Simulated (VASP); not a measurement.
Wanted: the native input for a VASP 6.6.1 run.

```yaml
Task: single point
Functional: LDA
Potentials_or_basis: VASP PAW LDA potentials, release 64 (C)
Cutoff: 520 eV
k_mesh: 12 × 12 × 3
Occupations: fermi-dirac, width 0.05 eV
Spin: no spin polarisation
Dipole_correction: no
Further_INCAR_settings: ALGO = Normal; EDIFF = 1e-06; NBANDS = 11
```

The structure of C lies in POSCAR:

```
C
1.0
    2.4396853020      0.0000000000      0.0000000000
   -1.2198426510      2.1128294488      0.0000000000
    0.0000000000      0.0000000000      8.4665949023
C
2
Direct
    0.6666666667      0.3333333333      0.0000000000
    0.3333333333      0.6666666667      0.0000000000
```

The input as run:

INCAR

```
  PREC = Accurate
  ENCUT = 520
  EDIFF = 1E-6
  ISMEAR = -1
  SIGMA = 0.05
  LREAL = F
  LASPH = T
  NELM = 60
  ALGO = Normal
  ISIF = 2
  LWAVE = F
  LCHARG = F
  GGA = CA
  NBANDS = 11
```

KPOINTS

```
Automatic mesh
0
Gamma
  12 12 3
```

Potentials or basis: VASP PAW LDA potentials, release 64 (C).

Run with:

```sh
$ cat potpaw_LDA.64/C/POTCAR > POTCAR
$ mpirun -np 1 vasp_std > vasp.out
```

It gave:

```json
{
  "Band gap on the k mesh": "zero (filled and empty bands touch)"
}
```

It took 42 s on 1 thread of AMD EPYC 7R13, on a shared host, peak memory 0.1 GiB.
